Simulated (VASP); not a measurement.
# Zn4SO3 (P-4m2) in VASP: notebook

Zn4SO3 is run at these levels: PBE; tasks: single point.

Program: VASP 6.6.1. These are calculated values, not measurements. Logs are shortened: lines on timing, memory, paths and dates and some standing lists are left out, and cuts for length are marked.

### 1 The cell of the first run

It takes space group P-4m2 (No. 115, tetragonal). Conventional cell: a = 3.420 Å, b = 3.420 Å, c = 8.993 Å, α = 90.00°, β = 90.00°, γ = 90.00°. Within 2.6 Å of Zn (site symmetry 2mm) lie 2 O at 2.00 Å and 2 S at 2.25 Å. Within 2.6 Å of Zn (site symmetry 2mm) lie 4 O at 1.98 Å. Within 3.0 Å of S (site symmetry -4m2) lie 4 Zn at 2.25 Å. Within 2.6 Å of O (site symmetry 2mm) lie 4 Zn at 1.98 to 2.00 Å. O (site symmetry -4m2) has 4 Zn at 1.98 Å within 2.6 Å.

### 2 Single point, PBE (volume scaled by 0.94, then relaxed in part)

File INCAR:

```
SYSTEM = Zn4SO3
PREC     = Accurate       ! precision mode
ENCUT    = 520            ! plane-wave cutoff, eV
EDIFF    = 1E-6           ! SCF threshold, eV
ISMEAR   = 0              ! smearing method
SIGMA    = 0.01           ! smearing width, eV
LREAL    = .FALSE.        ! projectors in reciprocal space
LASPH    = .TRUE.         ! aspherical terms in the spheres
NELM     = 60             ! most SCF steps
ALGO     = Normal         ! electronic algorithm
ISIF     = 2              ! what is computed and relaxed
LWAVE    = .FALSE.        ! write WAVECAR
LCHARG   = .TRUE.         ! write CHGCAR
GGA      = PE             ! functional
LELF     = .TRUE.         ! ELF
LVHAR    = .TRUE.       
NBANDS   = 46             ! bands
```

File KPOINTS:

```
Automatic mesh
0
G
  10 10 4
  0 0 0
```

File POSCAR:

```
Zn4SO3
1.0
    3.4195402483      0.0000000000      0.0000000000
    0.0000000000      3.4195402483      0.0000000000
    0.0000000000      0.0000000000      8.9928076288
Zn S O
4 1 3
Direct
    0.5000000000      0.0000000000      0.6624971354
    0.0000000000      0.5000000000      0.8888889259
    0.5000000000      0.0000000000      0.1111110741
    0.0000000000      0.5000000000      0.3375028646
    0.5000000000      0.5000000000      0.5000000000
    0.0000000000      0.0000000000      0.7775634815
    0.5000000000      0.5000000000      0.0000000000
    0.0000000000      0.0000000000      0.2224365185
```

Potentials or basis: VASP PAW PBE potentials, release 64 (Zn, S, O).

Started as:

```
cat potpaw_PBE.64/Zn/POTCAR potpaw_PBE.64/S/POTCAR potpaw_PBE.64/O/POTCAR > POTCAR
mpirun -np 1 vasp_std > vasp.out
```

OUTCAR:

```text
SYSTEM = Zn4SO3
   PREC = Accurate
   ENCUT = 520
   EDIFF = 1E-6
   ISMEAR = 0
   LREAL = .FALSE.
   LASPH = .TRUE.
   NELM = 60
   ISIF = 2
   GGA = PE

 ion  position               nearest neighbor table
   1  0.500  0.000  0.662-   6 2.00   6 2.00   5 2.25   5 2.25
   2  0.000  0.500  0.889-   7 1.98   7 1.98   6 1.98   6 1.98
   3  0.500  0.000  0.111-   7 1.98   7 1.98   8 1.98   8 1.98
   4  0.000  0.500  0.338-   8 2.00   8 2.00   5 2.25   5 2.25
   5  0.500  0.500  0.500-   1 2.25   4 2.25   1 2.25   4 2.25
   6  0.000  0.000  0.778-   2 1.98   2 1.98   1 2.00   1 2.00
   7  0.500  0.500  0.000-   2 1.98   3 1.98   3 1.98   2 1.98
   8  0.000  0.000  0.222-   3 1.98   3 1.98   4 2.00   4 2.00

  LATTYP: Found a simple tetragonal cell.
 ALAT       =     3.4195402483
 C/A-ratio  =     2.6298294437

  Lattice vectors:

 A1 = (   3.4195402483,   0.0000000000,   0.0000000000)
 A2 = (   0.0000000000,   3.4195402483,   0.0000000000)
 A3 = (   0.0000000000,   0.0000000000,   8.9928076288)

Analysis of symmetry for initial positions (statically):
=====================================================================
 Subroutine PRICEL returns:
 Original cell was already a primitive cell.

 Routine SETGRP: Setting up the symmetry group for a
 simple tetragonal supercell.

 Subroutine GETGRP returns: Found  8 space group operations
 (whereof  8 operations were pure point group operations)
 out of a pool of 16 trial point group operations.

The static configuration has the point symmetry D_2d.

Analysis of symmetry for dynamics (positions and initial velocities):
=====================================================================
 Subroutine PRICEL returns:
 Original cell was already a primitive cell.

 Routine SETGRP: Setting up the symmetry group for a
 simple tetragonal supercell.

 Subroutine GETGRP returns: Found  8 space group operations
 (whereof  8 operations were pure point group operations)
 out of a pool of 16 trial point group operations.

The dynamic configuration has the point symmetry D_2d.

 Subroutine INISYM returns: Found  8 space group operations
 (whereof  8 operations are pure point group operations),
 and found     1 'primitive' translations

----------------------------------------------------------------------------------------

                                     Primitive cell

  volume of cell :     105.1552

  direct lattice vectors                    reciprocal lattice vectors
     3.419540248  0.000000000  0.000000000     0.292436973  0.000000000  0.000000000
     0.000000000  3.419540248  0.000000000     0.000000000  0.292436973  0.000000000
     0.000000000  0.000000000  8.992807629     0.000000000  0.000000000  0.111199977

  length of vectors
     3.419540248  3.419540248  8.992807629     0.292436973  0.292436973  0.111199977

  position of ions in fractional coordinates (direct lattice)
     0.500000000  0.000000000  0.662497135
     0.000000000  0.500000000  0.888888926
     0.500000000  0.000000000  0.111111074
     0.000000000  0.500000000  0.337502865
     0.500000000  0.500000000  0.500000000
     0.000000000  0.000000000  0.777563482
     0.500000000  0.500000000  0.000000000
     0.000000000  0.000000000  0.222436518

  ion indices of the primitive-cell ions
   primitive index   ion index
                 1           1
                 2           2
                 3           3
                 4           4
                 5           5
                 6           6
                 7           7
                 8           8

----------------------------------------------------------------------------------------

 KPOINTS: Automatic mesh

Automatic generation of k-mesh.
 Grid dimensions read from file:
 generate k-points for:   10   10    4

 Generating k-lattice:

  Cartesian coordinates                     Fractional coordinates (reciprocal lattice)
     0.029243697  0.000000000  0.000000000     0.100000000  0.000000000  0.000000000
     0.000000000  0.029243697  0.000000000     0.000000000  0.100000000  0.000000000
     0.000000000  0.000000000  0.027799994     0.000000000  0.000000000  0.250000000

  Length of vectors
     0.029243697  0.029243697  0.027799994

  Shift w.r.t. Gamma in fractional coordinates (k-lattice)
     0.000000000  0.000000000  0.000000000

 Subroutine IBZKPT returns following result:
 ===========================================

 Found     63 irreducible k-points:

 Following reciprocal coordinates:
            Coordinates               Weight
  0.000000  0.000000  0.000000      1.000000
  0.100000  0.000000  0.000000      4.000000
  0.200000  0.000000  0.000000      4.000000
  0.300000  0.000000  0.000000      4.000000
  0.400000  0.000000  0.000000      4.000000
  0.500000  0.000000  0.000000      2.000000
[... 16 lines left out ...]
  0.100000  0.000000  0.250000      8.000000
  0.200000  0.000000  0.250000      8.000000
 [... further k-points ...]
   k-points           NKPTS =     63   k-points in BZ     NKDIM =     63   number of bands    NBANDS=     46
   number of dos      NEDOS =    301   number of ions     NIONS =      8
   total plane-waves  NPLWV =  54880
   dimension x,y,z NGX =    28 NGY =   28 NGZ =   70
   dimension x,y,z NGXF=    56 NGYF=   56 NGZF=  140
   ions per type =               4   1   3
   NGX,Y,Z   is equivalent  to a cutoff of  13.61, 13.61, 12.94 a.u.
   NGXF,Y,Z  is equivalent  to a cutoff of  27.23, 27.23, 25.88 a.u.
 SYSTEM =  Zn4SO3
   PREC   = accura    normal or accurate (medium, high low for compatibility)
   ISTART =      0    job   : 0-new  1-cont  2-samecut
   ICHARG =      2    charge: 1-file 2-atom 10-const
   ISPIN  =      1    spin polarized calculation?
   LNONCOLLINEAR =      F non collinear calculations
   LSORBIT =      F    spin-orbit coupling
   LASPH  =      T    aspherical Exc in radial PAW
   ENCUT  =  520.0 eV  38.22 Ry    6.18 a.u.   6.36  6.36 16.72*2*pi/ulx,y,z
   NELM   =     60;   NELMIN=  2; NELMDL= -5     # of ELM steps
   EDIFF  = 0.1E-05   stopping-criterion for ELM
   LREAL  =      F    real-space projection
   EDIFFG = 0.1E-04   stopping-criterion for IOM
   NSW    =      0    number of steps for IOM
   IBRION =     -1    ionic relax: 0-MD 1-quasi-New 2-CG
   NFREE  =      0    steps in history (QN), initial steepest desc. (CG)
   ISIF   =      2    stress and relaxation
   ISYM   =      2    0-nonsym 1-usesym 2-fastsym
   POTIM  = 0.5000    time-step for ionic-motion
   TEBEG  =    0.0;   TEEND  =   0.0 temperature during run
   PSTRESS=    0.0 pullay stress
   NELECT =      72.0000    total number of electrons
   NUPDOWN=      -1.0000    fix difference up-down
   EMIN   =  10.00;   EMAX   =-10.00  energy-range for DOS
   EFERMI =   0.00;   METHOD = LEGACY
   ISMEAR =     0;   SIGMA  =   0.01  broadening in eV -4-tet -1-fermi 0-gaus
   EFERMI_NEDOS =   21; number of points for ismear=-14 and -15
   IALGO  =     38    algorithm
   IMIX   =      4    mixing-type and parameters
     AMIX     =   0.40;   BMIX     =  1.00
     AMIX_MAG =   1.60;   BMIX_MAG =  1.00
  volume/ion in A,a.u.               =      13.14        88.70
  Fermi-wavevector in a.u.,A,eV,Ry     =   1.442919  2.726722 28.327554  2.082016
  Thomas-Fermi vector in A             =   2.561385
   LORBIT       =      0    0 simple, 1 ext, 2 COOP (PROOUT), +10 PAW based schemes
   GGA     = PE    functional components
   LHFCALC =     F    Hartree Fock is set to
   AEXX    =    0.0000 exact exchange contribution
   IVDW    =     0    specifies the selected vdW correction
   LEPSILON=     F    determine dielectric tensor
   LRPA    =     F    only Hartree local field effects (RPA)
 non-spin polarized calculation
 Gauss-broadening in eV      SIGMA  =   0.01
  energy-cutoff  :      520.00
  volume of cell :      105.16
 maximum number of plane-waves:      2866
 NGX is ok and might be reduce to    28
   NGX = 13   NGY = 13   NGZ = 33

 number of electron      71.9999992 magnetization

 Free energy of the ion-electron system (eV)
  ---------------------------------------------------
  ext. energy  EPLUGINS =         0.00000000
  ---------------------------------------------------
  free energy    TOTEN  =       -32.90569660 eV

  energy without entropy =      -32.90569660  energy(sigma->0) =      -32.90569660

 E-fermi :   2.4533     XC(G=0): -10.7807

 val. band max:        2.3948404460   @ k =   0.5000   0.0000   0.0000
 cond. band min:       2.7263041709   @ k =   0.0000   0.0000   0.0000
 fundamental gap:      0.3314637248
 Fermi energy:         2.4533086249

 k-point     1 :       0.0000    0.0000    0.0000
  band No.  band energies     occupation
      1     -16.2508      2.00000
      2     -15.8441      2.00000
      3     -15.4837      2.00000
      4     -10.7937      2.00000
      5      -4.4968      2.00000
      6      -4.4209      2.00000
[... 38 lines left out ...]
     45      11.1618      0.00000
     46      13.3014      0.00000

 k-point     2 :       0.1000    0.0000    0.0000
  band No.  band energies     occupation
      1     -16.2163      2.00000
      2     -15.8265      2.00000
      3     -15.4846      2.00000
      4     -10.7444      2.00000
      5      -4.4731      2.00000
      6      -4.3705      2.00000
[... 38 lines left out ...]
     45      11.2002      0.00000
     46      13.0258      0.00000

 k-point     3 :       0.2000    0.0000    0.0000
  band No.  band energies     occupation
      1     -16.1197      2.00000
      2     -15.7796      2.00000
      3     -15.4917      2.00000
      4     -10.6094      2.00000
      5      -4.4123      2.00000
      6      -4.3079      2.00000
[... 38 lines left out ...]
     45      11.2969      0.00000
     46      12.2412      0.00000

 k-point     4 :       0.3000    0.0000    0.0000
  band No.  band energies     occupation
      1     -15.9803      2.00000
      2     -15.7206      2.00000
      3     -15.5188      2.00000
      4     -10.4286      2.00000
      5      -4.3474      2.00000
      6      -4.2508      2.00000
[... 920 lines left out ...]
     45      11.1527      0.00000
     46      12.8717      0.00000

 k-point    23 :       0.1000    0.0000    0.2500
  band No.  band energies     occupation
      1     -16.2133      2.00000
      2     -15.8334      2.00000
      3     -15.4808      2.00000
      4     -10.7440      2.00000
      5      -4.4676      2.00000
      6      -4.3771      2.00000
[... 38 lines left out ...]
     45      11.2761      0.00000
     46      12.6358      0.00000

 k-point    24 :       0.2000    0.0000    0.2500
  band No.  band energies     occupation
      1     -16.1173      2.00000
      2     -15.7851      2.00000
      3     -15.4887      2.00000
      4     -10.6091      2.00000
      5      -4.3945      2.00000
      6      -4.3117      2.00000
[... 38 lines left out ...]
     45      11.2942      0.00000
     46      12.1488      0.00000

 [... further k-points ...]
[... 5 lines left out ...]
  --------------------------------------------------------------------------------------
  -------------------------------------------------------------------------------------
  Total        5.4119094      5.4119094      5.2347516      0.0000000      0.0000000     -0.0000000
  in kB       82.4575364     82.4575364     79.7583048      0.0000000      0.0000000     -0.0000000
  external PRESSURE =      81.5577925 kB  Pullay stress =       0.0000000 kB

 VOLUME and BASIS-vectors are now :
 -----------------------------------------------------------------------------
  energy-cutoff  :      520.00
  volume of cell :      105.16
      direct lattice vectors                 reciprocal lattice vectors
     3.419540248  0.000000000  0.000000000     0.292436973  0.000000000  0.000000000
     0.000000000  3.419540248  0.000000000     0.000000000  0.292436973  0.000000000
     0.000000000  0.000000000  8.992807629     0.000000000  0.000000000  0.111199977

 POSITION                                       TOTAL-FORCE (eV/Angst)
 -----------------------------------------------------------------------------------
      1.70977      0.00000      5.95771         0.000000     -0.000000     -0.038211
      0.00000      1.70977      7.99361         0.000000     -0.000000     -0.002776
      1.70977      0.00000      0.99920        -0.000000     -0.000000      0.002776
      0.00000      1.70977      3.03510        -0.000000     -0.000000      0.038211
      1.70977      1.70977      4.49640         0.000000      0.000000      0.000000
      0.00000      0.00000      6.99248        -0.000000     -0.000000     -0.011493
      1.70977      1.70977      0.00000         0.000000     -0.000000      0.000000
      0.00000      0.00000      2.00033         0.000000     -0.000000      0.011493
 -----------------------------------------------------------------------------------
    total drift:                                0.000000      0.000000      0.000000

  FREE ENERGIE OF THE ION-ELECTRON SYSTEM (eV)
  ---------------------------------------------------
  free  energy   TOTEN  =       -32.9056966029 eV

  energy  without entropy=      -32.9056966029  energy(sigma->0) =      -32.90569660
```

Wall time 7.5 min (1 thread of Oxide Virtual Turin-like, shared host); peak memory 0.34 GiB.

What came out:

```
Free energy            : -32.9057 eV
Pressure               : 8.2 GPa
Largest force          : 0.038 eV/Å
Band gap on the k mesh : 0.33 eV, indirect (least direct gap 0.42 eV)
```

Forces on the atoms (eV/Å):
```
Zn   0.000  0.000 -0.038
Zn   0.000  0.000 -0.003
Zn   0.000  0.000  0.003
Zn   0.000  0.000  0.038
S    0.000  0.000  0.000
O    0.000  0.000 -0.011
O    0.000  0.000  0.000
O    0.000  0.000  0.011
```

 A k mesh can miss the band edges.

### 3 Single point, PBE (volume scaled by 0.97, then relaxed in part)

File INCAR:

```
  ALGO = Normal
  EDIFF = 1E-6
  ENCUT = 520
  GGA = PE
  ISIF = 2
  ISMEAR = 0
  LASPH = T
  LCHARG = T
  LELF = T
  LREAL = F
  LVHAR = T
  LWAVE = F
  NBANDS = 46
  NELM = 100
  PREC = Accurate
  SIGMA = 0.01
```

File KPOINTS:

```
k-points
0
Gamma
  10 10 4
```

File POSCAR:

```
Zn4SO3
1.0
    3.4364416910      0.0000000000      0.0000000000
    0.0000000000      3.4364416910      0.0000000000
    0.0000000000      0.0000000000      9.1887548487
Zn S O
4 1 3
Direct
    0.5000000000      0.0000000000      0.6614989482
    0.0000000000      0.5000000000      0.8885464484
    0.5000000000      0.0000000000      0.1114535516
    0.0000000000      0.5000000000      0.3385010518
    0.5000000000      0.5000000000      0.5000000000
    0.0000000000      0.0000000000      0.7767273457
    0.5000000000      0.5000000000      0.0000000000
    0.0000000000      0.0000000000      0.2232726543
```

Potentials or basis: VASP PAW PBE potentials, release 64 (Zn, S, O).

Started as:

```
cat potpaw_PBE.64/Zn/POTCAR potpaw_PBE.64/S/POTCAR potpaw_PBE.64/O/POTCAR > POTCAR
mpirun -np 1 vasp_std > vasp.out
```

It took 9.6 min on 1 thread of Oxide Virtual Turin-like, shared host; peak memory 0.34 GiB.

Results (log left out):

| Quantity | Value |
| --- | --- |
| Free energy | -33.0355 eV |
| Pressure | 4.1 GPa |
| Largest force | 0.034 eV/Å |
| Band gap on the k mesh | 0.21 eV, indirect (least direct gap 0.32 eV) |

Forces in eV/Å, atoms in the order of the input:
```
Zn   0.000  0.000 -0.034
Zn   0.000  0.000 -0.003
Zn   0.000  0.000  0.003
Zn   0.000  0.000  0.034
S    0.000  0.000  0.000
O    0.000  0.000 -0.006
O    0.000  0.000  0.000
O    0.000  0.000  0.006
```

Stress tensor (GPa, compression positive):
```
4.18 0.00 0.00
0.00 4.18 0.00
0.00 0.00 3.97
```

Levels at points of the mesh, in eV from the valence-band top:
```csv
k point,band 32,band 33,band 34,band 35,band 36,band 37,band 38,band 39,band 40,band 41
"(0.00, 0.00, 0.00)",-1.45,-1.45,-0.60,-0.11,-0.11,0.21,3.36,3.79,5.02,5.97
"(0.50, 0.00, 0.00)",-1.84,-1.80,-1.40,-1.31,0.00,3.11,4.54,4.92,4.94,6.95
"(0.50, 0.50, 0.00)",-2.82,-2.82,-2.49,-2.49,-2.36,3.84,3.96,5.52,5.52,6.20
"(0.00, 0.00, 0.50)",-1.47,-1.28,-1.28,-0.14,-0.14,1.56,1.92,4.34,5.09,5.98
"(0.50, 0.00, 0.50)",-1.87,-1.84,-1.80,-1.72,0.00,3.30,4.59,4.75,4.95,6.70
"(0.50, 0.50, 0.50)",-2.77,-2.77,-2.61,-2.56,-2.56,4.33,4.56,5.51,5.51,5.52
```

 A k mesh can miss the band edges.
